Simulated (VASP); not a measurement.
Crystal: C.

```
CELL_PARAMETERS angstrom
3.56800 0.00000 0.00000
0.00000 3.56800 0.00000
0.00000 0.00000 3.56800
ATOMIC_POSITIONS crystal
C 0.00000 0.00000 0.00000
C 0.00000 0.50000 0.50000
C 0.50000 0.00000 0.50000
C 0.50000 0.50000 0.00000
C 0.25000 0.25000 0.25000
C 0.25000 0.75000 0.75000
C 0.75000 0.25000 0.75000
C 0.75000 0.75000 0.25000
```

```yaml
Program: VASP 6.6.1
Task: relaxation of cell and atoms
Functional: LDA
Potentials_or_basis: VASP PAW LDA potentials, release 64 (C)
Cutoff: 600 eV
k_mesh: 6 × 6 × 6
Occupations: gaussian, width 0.01 eV
Spin: no spin polarisation
```

At the start: pressure -12.8 GPa; volume 5.68 Å³/atom.

Task: How do energy, volume and symmetry change on relaxing?

Result: Over 6 steps the energy falls by 6.6 meV/atom and the volume is 5.52 Å³/atom (-2.9 %); space group Fd-3m (No. 227, to 0.05 Å).

The path:
| step | energy change (eV) | largest force (eV/Å) | pressure (GPa) | volume (Å³) |
| --- | --- | --- | --- | --- |
| 1 | 0.0000 | 0.0000 | -12.81 | 45.42 |
| 2 | 0.0385 | 0.0000 | 18.65 | 42.50 |
| 3 | -0.0532 | 0.0000 | -0.12 | 44.13 |
| 4 | -0.0532 | 0.0000 | 0.15 | 44.11 |
| 5 | -0.0532 | 0.0000 | -0.16 | 44.14 |
| 6 | -0.0532 | 0.0000 | 0.00 | 44.12 |

Final structure:
```yaml
crystal:
  lattice:
    - [3.53363, 0.00000, 0.00000]
    - [0.00000, 3.53363, 0.00000]
    - [0.00000, 0.00000, 3.53363]
  atoms:
    - { symbol: C, position: [0.00000, 0.00000, 0.00000] }
    - { symbol: C, position: [0.00000, 0.50000, 0.50000] }
    - { symbol: C, position: [0.50000, 0.00000, 0.50000] }
    - { symbol: C, position: [0.50000, 0.50000, 0.00000] }
    - { symbol: C, position: [0.25000, 0.25000, 0.25000] }
    - { symbol: C, position: [0.25000, 0.75000, 0.75000] }
    - { symbol: C, position: [0.75000, 0.25000, 0.75000] }
    - { symbol: C, position: [0.75000, 0.75000, 0.25000] }
```
